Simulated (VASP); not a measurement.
# KCl (Fm-3m) in VASP: notebook

Runs on KCl. Level: PBEsol. Tasks: vibrations by perturbation theory.

All numbers are computed with VASP 6.6.1; they aren't measurements. Logs are shortened: lines on timing, memory, paths and dates and some standing lists are left out, and cuts for length are marked.

## Step 1: The cell of the first run

It takes space group Fm-3m (No. 225, cubic). Conventional cell: a = 5.567 Å, b = 5.567 Å, c = 5.567 Å, α = 90.00°, β = 90.00°, γ = 90.00°. Within 3.7 Å of K (site symmetry m-3m) lie 6 Cl at 2.78 Å. Within 3.7 Å of Cl (site symmetry m-3m) lie 6 K at 2.78 Å.

## Step 2: Vibrations by perturbation theory, PBEsol

INCAR

```
PREC = Accurate ; ENCUT = 520
EDIFF = 1E-8 ; ISMEAR = 0
SIGMA = 0.01 ; LREAL = False
LASPH = True ; NELM = 100
ALGO = Normal ; ISIF = 2
LWAVE = False ; LCHARG = False
GGA = PS ; IBRION = 8
NSW = 1
```

KPOINTS

```
Automatic mesh
0
Gamma
  6 6 6
```

POSCAR

```
KCl
1.0
    2.7835185799      2.7835185799      0.0000000000
   -2.7835185799      2.7835185799      0.0000000000
    0.0000000000      2.7835185799      2.7835185799
K Cl
1 1
Direct
    0.0000000000      0.0000000000      0.0000000000
    0.5000000000      0.5000000000      0.0000000000
```

Potentials or basis: VASP PAW PBE potentials, release 64 (K_sv, Cl).

The run is started by

```sh
> cat potpaw_PBE.64/K_sv/POTCAR potpaw_PBE.64/Cl/POTCAR > POTCAR
> mpirun -np 1 vasp_std > vasp.out
```

OUTCAR:

```text
PREC = Accurate
   ENCUT = 520
   EDIFF = 1E-8
   ISMEAR = 0
   LREAL = False
   LASPH = True
   NELM = 100
   ISIF = 2
   GGA = PS
   IBRION = 8
   NSW = 1

 ion  position               nearest neighbor table
   1  0.000  0.000  0.000-   2 2.78   2 2.78   2 2.78   2 2.78   2 2.78   2 2.78
   2  0.500  0.500  0.000-   1 2.78   1 2.78   1 2.78   1 2.78   1 2.78   1 2.78

  LATTYP: Found a face centered cubic cell.
 ALAT       =     5.5670371598

  Lattice vectors:

 A1 = (   0.0000000000,   2.7835185799,   2.7835185799)
 A2 = (   2.7835185799,   0.0000000000,   2.7835185799)
 A3 = (   2.7835185799,   2.7835185799,   0.0000000000)

Analysis of symmetry for initial positions (statically):
=====================================================================
 Subroutine PRICEL returns:
 Original cell was already a primitive cell.

 Routine SETGRP: Setting up the symmetry group for a
 face centered cubic supercell.

 Subroutine GETGRP returns: Found 48 space group operations
 (whereof 48 operations were pure point group operations)
 out of a pool of 48 trial point group operations.

The static configuration has the point symmetry O_h .

Analysis of symmetry for dynamics (positions and initial velocities):
=====================================================================
 Subroutine PRICEL returns:
 Original cell was already a primitive cell.

 Routine SETGRP: Setting up the symmetry group for a
 face centered cubic supercell.

 Subroutine GETGRP returns: Found 48 space group operations
 (whereof 48 operations were pure point group operations)
 out of a pool of 48 trial point group operations.

The dynamic configuration has the point symmetry O_h .

 Subroutine INISYM returns: Found 48 space group operations
 (whereof 48 operations are pure point group operations),
 and found     1 'primitive' translations

[... 390 lines left out ...]
  in kB      152.9278412    152.9278412    152.9278412      0.0000000      0.0000000      0.0000000
  external PRESSURE =     152.9278412 kB  Pullay stress =       0.0000000 kB

 VOLUME and BASIS-vectors are now :
 -----------------------------------------------------------------------------
  energy-cutoff  :      520.00
  volume of cell :       43.13
      direct lattice vectors                 reciprocal lattice vectors
     2.783518580  2.783518580  0.000000000     0.179628763  0.179628763 -0.179628763
    -2.783518580  2.783518580  0.000000000    -0.179628763  0.179628763 -0.179628763
     0.000000000  2.783518580  2.783518580     0.000000000  0.000000000  0.359257527

 POSITION                                       TOTAL-FORCE (eV/Angst)
 -----------------------------------------------------------------------------------
      0.00000      0.00000      0.00000         0.000000     -0.000000      0.000000
      0.00000      2.78352      0.00000        -0.000000      0.000000      0.000000
 -----------------------------------------------------------------------------------
    total drift:                               -0.000000      0.000000      0.000000

  FREE ENERGIE OF THE ION-ELECTRON SYSTEM (eV)
  ---------------------------------------------------
  free  energy   TOTEN  =        -6.4127312196 eV

  energy  without entropy=       -6.4127312196  energy(sigma->0) =       -6.41273122

[... ionic steps 2 to 3 ...]

--------------------------------------- Ionic step        4  -------------------------------------------

------------------------ aborting loop because EDIFF is reached ----------------------------------------

[... ionic steps 5 to 6 ...]

--------------------------------------- Ionic step        7  -------------------------------------------

 Free energy of the ion-electron system (eV)
  ---------------------------------------------------
  ---------------------------------------------------
  free energy    TOTEN  =        -0.19507590 eV

  energy without entropy =       -0.19507590

------------------------ aborting loop because EDIFF is reached ----------------------------------------

 INTERNAL STRAIN TENSOR  FOR ION    2  DIRECTION 1   (eV/Angst):
 -----------------------------------------------------------------------------
    -0.00477  0.00000 -0.00000
     0.00000  0.00449  0.00000
     0.00000  0.00000  0.00449

 INTERNAL STRAIN TENSOR FOR ION    2 for displacements in x,y,z  (eV/Angst):
          X           Y           Z          XY          YZ          ZX
  --------------------------------------------------------------------------------
  x     0.00000     0.00000     0.00000     0.00000     0.00000     0.00000
  y     0.00000     0.00000     0.00000     0.00000     0.00000     0.00000
  z     0.00000     0.00000     0.00000     0.00000     0.00000     0.00000

 SECOND DERIVATIVES (NOT SYMMETRIZED)
 ------------------------------------
               1X          1Y          1Z          2X          2Y          2Z
  1X    -5.149890   -0.000000    0.000000    5.149890    0.000000   -0.000000
  1Y     0.000000   -5.149890   -0.000000   -0.000000    5.149890    0.000000
  1Z     0.000000    0.000000   -5.149890   -0.000000   -0.000000    5.149890
  2X     5.154958    0.000000   -0.000000   -5.154958   -0.000000    0.000000
  2Y    -0.000000    5.154958    0.000000    0.000000   -5.154958   -0.000000
  2Z    -0.000000    0.000000    5.154958    0.000000   -0.000000   -5.154958

 Eigenvectors and eigenvalues of the dynamical matrix
 ----------------------------------------------------

   1 f  =    8.229714 THz    51.708816 2PiTHz  274.513700 cm-1    34.035346 meV
             X         Y         Z           dx          dy          dz
      0.000000  0.000000  0.000000     0.000000   -0.689426    0.000000
      0.000000  2.783519  0.000000     0.000000    0.724356    0.000000
[... 21 lines left out ...]
   6 f/i=    0.002021 THz     0.012701 2PiTHz    0.067428 cm-1     0.008360 meV
             X         Y         Z           dx          dy          dz
      0.000000  0.000000  0.000000     0.000000   -0.000000   -0.724356
      0.000000  2.783519  0.000000    -0.000000    0.000000   -0.689426

--------------------------------------------------------------------------------------------------------

 ELASTIC MODULI CONTR FROM IONIC RELAXATION (kBar)
 Direction    XX          YY          ZZ          XY          YZ          ZX
 --------------------------------------------------------------------------------
 XX           0.0000      0.0000      0.0000      0.0000      0.0000      0.0000
 YY           0.0000      0.0000      0.0000      0.0000      0.0000      0.0000
 ZZ           0.0000      0.0000      0.0000      0.0000      0.0000      0.0000
 XY           0.0000      0.0000      0.0000      0.0000      0.0000      0.0000
 YZ           0.0000      0.0000      0.0000      0.0000      0.0000      0.0000
 ZX           0.0000      0.0000      0.0000      0.0000      0.0000      0.0000
 --------------------------------------------------------------------------------
```

stdout:

```text
POSCAR found type information on POSCAR K Cl
 POSCAR found :  2 types and       2 ions
 scaLAPACK will be used
 -----------------------------------------------------------------------------
|                                                                             |
|                                                                             |
|     You enforced a specific xc type in the INCAR file but a different       |
|     I HOPE YOU KNOW WHAT YOU ARE DOING!                                     |
|                                                                             |
 -----------------------------------------------------------------------------

 LDA part: xc-table for (Slater+PW92), standard interpolation
 POSCAR, INCAR and KPOINTS ok, starting setup
 FFT: planning ... GRIDC
 FFT: planning ... GRID_SOFT
 FFT: planning ... GRID
 WAVECAR not read
 entering main loop
 Linear response reoptimize wavefunctions to high precision
 Linear response DOF=           2
 Linear response progress:
 first order change of Fermi-energy  -0.82031E-01
 force on displaced ion       1 direction 1 :  -5.150  -0.000   0.000
 Linear response progress:
 first order change of Fermi-energy   0.85656E-01
 force on displaced ion       2 direction 1 :  -5.155   0.000  -0.000
 Linear response finished
```

Run time: 98 s. Hardware: 1 thread of Intel Xeon Platinum 8488C (Sapphire Rapids), shared host; peak memory 0.21 GiB.

Results:

```
Highest phonon frequency at Γ, LO-TO splitting left out : 275 cm⁻¹
```

Phonon frequencies in cm⁻¹ (negative: imaginary):
```csv
q point,frequencies
"(0.000, 0.000, 0.000)",0 0 0 275 275 275
```

Caveat: the cell stands under pressure or tension, which shifts response properties; the PAW data sets were made with another functional, which shifts forces and pressure a little.

## Step 3: Vibrations by perturbation theory, PBEsol

This run uses another cell than the first one, of 23.14 Å³/atom.

INCAR

```
SYSTEM = KCl
PREC = Accurate
ENCUT = 520
EDIFF = 1E-8
ISMEAR = 0
SIGMA = 0.01
LREAL = .FALSE.
LASPH = .TRUE.
NELM = 60
ALGO = Normal
ISIF = 2
LWAVE = .FALSE.
LCHARG = .FALSE.
GGA = PS
NBANDS = 15
IBRION = 8
NSW = 1
```

KPOINTS

```
Automatic mesh
0
G
  6 6 6
  0 0 0
```

POSCAR

```
KCl
1.0
    2.8496759620      2.8496759620      0.0000000000
   -2.8496759620      2.8496759620      0.0000000000
    0.0000000000      2.8496759620      2.8496759620
K Cl
1 1
Direct
    0.0000000000      0.0000000000      0.0000000000
    0.5000000000      0.5000000000      0.0000000000
```

Potentials or basis: VASP PAW PBE potentials, release 64 (K_sv, Cl).

The run is started by

```sh
> cat potpaw_PBE.64/K_sv/POTCAR potpaw_PBE.64/Cl/POTCAR > POTCAR
> mpirun -np 1 vasp_std > vasp.out
```

OUTCAR:

```text
SYSTEM = KCl
   PREC = Accurate
   ENCUT = 520
   EDIFF = 1E-8
   ISMEAR = 0
   LREAL = .FALSE.
   LASPH = .TRUE.
   NELM = 60
   ISIF = 2
   GGA = PS
   IBRION = 8
   NSW = 1

 ion  position               nearest neighbor table
   1  0.000  0.000  0.000-   2 2.85   2 2.85   2 2.85   2 2.85   2 2.85   2 2.85
   2  0.500  0.500  0.000-   1 2.85   1 2.85   1 2.85   1 2.85   1 2.85   1 2.85

  LATTYP: Found a face centered cubic cell.
 ALAT       =     5.6993519240

  Lattice vectors:

 A1 = (   0.0000000000,   2.8496759620,   2.8496759620)
 A2 = (   2.8496759620,   0.0000000000,   2.8496759620)
 A3 = (   2.8496759620,   2.8496759620,   0.0000000000)

Analysis of symmetry for initial positions (statically):
=====================================================================
 Subroutine PRICEL returns:
[... 508 lines left out ...]

------------------------ aborting loop because EDIFF is reached ----------------------------------------

 INTERNAL STRAIN TENSOR  FOR ION    2  DIRECTION 1   (eV/Angst):
 -----------------------------------------------------------------------------
    -0.00619 -0.00000 -0.00000
    -0.00000  0.00445  0.00000
     0.00000  0.00000  0.00445

 INTERNAL STRAIN TENSOR FOR ION    2 for displacements in x,y,z  (eV/Angst):
          X           Y           Z          XY          YZ          ZX
  --------------------------------------------------------------------------------
  x     0.00000     0.00000     0.00000     0.00000     0.00000     0.00000
  y     0.00000     0.00000     0.00000     0.00000     0.00000     0.00000
  z     0.00000     0.00000     0.00000     0.00000     0.00000     0.00000

 SECOND DERIVATIVES (NOT SYMMETRIZED)
 ------------------------------------
               1X          1Y          1Z          2X          2Y          2Z
  1X    -4.079504   -0.000000    0.000000    4.079504    0.000000   -0.000000
  1Y     0.000000   -4.079504   -0.000000   -0.000000    4.079504    0.000000
  1Z     0.000000   -0.000000   -4.079504   -0.000000    0.000000    4.079504
  2X     4.074605    0.000000   -0.000000   -4.074605   -0.000000    0.000000
  2Y    -0.000000    4.074605    0.000000    0.000000   -4.074605   -0.000000
  2Z    -0.000000   -0.000000    4.074605    0.000000    0.000000   -4.074605

 Eigenvectors and eigenvalues of the dynamical matrix
 ----------------------------------------------------

   1 f  =    7.320497 THz    45.996042 2PiTHz  244.185510 cm-1    30.275131 meV
             X         Y         Z           dx          dy          dz
      0.000000  0.000000  0.000000    -0.689821    0.000000   -0.000000
      0.000000  2.849676  0.000000     0.723980   -0.000000   -0.000000
[... 21 lines left out ...]
   6 f/i=    0.002196 THz     0.013800 2PiTHz    0.073260 cm-1     0.009083 meV
             X         Y         Z           dx          dy          dz
      0.000000  0.000000  0.000000    -0.344681    0.491160   -0.405097
      0.000000  2.849676  0.000000    -0.328419    0.467986   -0.385984

--------------------------------------------------------------------------------------------------------

 ELASTIC MODULI CONTR FROM IONIC RELAXATION (kBar)
 Direction    XX          YY          ZZ          XY          YZ          ZX
 --------------------------------------------------------------------------------
 XX           0.0000      0.0000      0.0000      0.0000      0.0000      0.0000
 YY           0.0000      0.0000      0.0000      0.0000      0.0000      0.0000
 ZZ           0.0000      0.0000      0.0000      0.0000      0.0000      0.0000
 XY           0.0000      0.0000      0.0000      0.0000      0.0000      0.0000
 YZ           0.0000      0.0000      0.0000      0.0000      0.0000      0.0000
 ZX           0.0000      0.0000      0.0000      0.0000      0.0000      0.0000
 --------------------------------------------------------------------------------
```

Run time: 1.8 min. Hardware: 1 thread of Intel Xeon Platinum 8488C (Sapphire Rapids), shared host; peak memory 0.21 GiB.

What came out:

```yaml
Highest_phonon_frequency_at_Γ_LO-TO_splitting_left_out: 244 cm⁻¹
```

Phonon frequencies in cm⁻¹ (negative: imaginary):
| q point | frequencies |
| --- | --- |
| (0.000, 0.000, 0.000) | 0 0 0 244 244 244 |

Caveat: the cell stands under pressure or tension, which shifts response properties; the PAW data sets were made with another functional, which shifts forces and pressure a little.

(Part 1 of 2 ends here.)
